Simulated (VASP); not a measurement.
SiBi2Te5, 8 atoms in the cell. It takes space group P-3m1 (No. 164, trigonal). Conventional cell: a = 4.187 Å, b = 4.187 Å, c = 17.265 Å, α = 90.00°, β = 90.00°, γ = 120.00°. Within 3.7 Å of Si (site symmetry -3m) lie 6 Te at 2.84 Å. Bi (site symmetry 3m) has 6 Te at 3.05 to 3.26 Å within 4.0 Å. Within 4.0 Å of Te (site symmetry 3m) lie 3 Si at 2.84 Å and 6 Te at 3.83 to 3.93 Å. Te (site symmetry 3m) has 3 Bi at 3.05 Å and 3 Te at 3.93 Å within 4.0 Å. Te (site symmetry -3m) has 6 Bi at 3.26 Å and 6 Te at 4.19 Å within 4.3 Å. 

* Program: VASP 6.6.1
* Task: single point
* Functional: PBE
* Potentials or basis: VASP PAW PBE potentials, release 64 (Si, Bi_d, Te)
* Cutoff: 500 eV
* k mesh: 12 × 12 × 2
* Occupations: gaussian, width 0.1 eV
* Spin: no spin polarisation
* Dipole correction: no
* Further INCAR settings: ALGO = Normal; EDIFF = 1e-06; NBANDS = 42

Potentials or basis: VASP PAW PBE potentials, release 64 (Si, Bi_d, Te).

Launch:

```bash
$ cat potpaw_PBE.64/Si/POTCAR potpaw_PBE.64/Bi_d/POTCAR potpaw_PBE.64/Te/POTCAR > POTCAR
$ mpirun -np 1 vasp_std > vasp.out
```

Hardware: 1 thread of Oxide Virtual Turin-like Processor, on a shared host.

Problem. Estimate the wall time of this run.

Solution. It took 8.9 min on 1 thread of Oxide Virtual Turin-like Processor, with other jobs on the host, peak memory 0.52 GiB. Counts: scf iterations 15, k points 38.
